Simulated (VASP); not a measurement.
Input of a VASP 6.6.1 run:

The input INCAR:

```
ALGO     = Normal         # electronic algorithm
EDIFF    = 1E-7           # SCF threshold, eV
EDIFFG   = -0.02          # ionic threshold
ENCUT    = 600            # plane-wave cutoff, eV
GGA      = CA             # functional
IBRION   = 2              # ionic algorithm
ISIF     = 3              # what is computed and relaxed
ISMEAR   = 1              # smearing method
LASPH    = T              # aspherical terms in the spheres
LCHARG   = F              # write CHGCAR
LREAL    = F              # projectors in reciprocal space
LWAVE    = F              # write WAVECAR
NELM     = 100            # most SCF steps
NSW      = 60             # ionic steps
PREC     = Accurate       # precision mode
SIGMA    = 0.05           # smearing width, eV
```

The input KPOINTS:

```
k-points
0
Gamma
  7 7 4
```

The input POSCAR:

```
TiH
1.0
    2.8775820000      0.0000000000      0.0000000000
   -1.4387910000      2.4920590000      0.0000000000
    0.0000000000      0.0000000000      5.2632940000
Ti H
2 2
Direct
    0.0000000000      0.0000000000      0.0000000000
    0.0000000000      0.0000000000      0.5000000000
    0.6666666667      0.3333333333      0.7500000000
    0.3333333333      0.6666666667      0.2500000000
```

Potentials or basis: VASP PAW LDA potentials, release 64 (Ti_sv, H).

The run is started by

```console
$ cat potpaw_LDA.64/Ti_sv/POTCAR potpaw_LDA.64/H/POTCAR > POTCAR
$ mpirun -np 1 vasp_std > vasp.out
```

**Question.** Estimate the space group after relaxing (to 0.05 Å).

**Answer.** P6_3/mmc (No. 194).

**Question.** Estimate the relaxed cell.

**Answer.** a = 2.810 Å, b = 2.810 Å, c = 5.102 Å, α = 90.00°, β = 90.00°, γ = 120.00°.

Final structure:
```xyz
4
Lattice="2.8104 0.0000 0.0000 -1.4052 2.4338 0.0000 0.0000 0.0000 5.1017" Properties=species:S:1:pos:R:3 pbc="T T T"
Ti    0.0000    0.0000    0.0000
Ti    0.0000    0.0000    2.5508
H     1.4052    0.8113    3.8263
H     0.0000    1.6226    1.2754
```

Caveat: the k points lie up to 0.37 Å⁻¹ apart in the final cell.
